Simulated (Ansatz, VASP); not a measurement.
Two plane-wave programs on CuI

```xyz
2
Lattice="0.0000 3.0120 3.0120 3.0120 0.0000 3.0120 3.0120 3.0120 0.0000" Properties=species:S:1:pos:R:3 pbc="T T T"
Cu    0.0000    0.0000    0.0000
I     1.5060    1.5060    1.5060
```

Alike in both runs: task single point; functional PBE; k mesh 8 × 8 × 8; no spin polarisation.

|  | VASP | Ansatz |
| --- | --- | --- |
| version | VASP 6.6.1 | Ansatz 0.2.0 |
| potentials or method | VASP PAW PBE potentials, release 64 (Cu, I) | plane waves, PAW |
| plane-wave cutoff (eV) | 520 | 420 |
| occupations | gaussian, width 0.01 eV | fixed |
| valence electrons in the cell | 18 | 36 |

VASP gave:

| Quantity | Value |
| --- | --- |
| gap on the k mesh at the Fermi level (eV) | 1.20 |
| pressure (GPa) | 1.2 |

Task: Which values does Ansatz return?

Result: gap on the k mesh at the Fermi level (eV): 1.17; pressure (GPa): 1.1.

VASP's potentials hold 18 valence electrons a cell and Ansatz's 36, so a difference there can come from the potentials and not from the codes.

Neither program's run includes spin-orbit coupling.
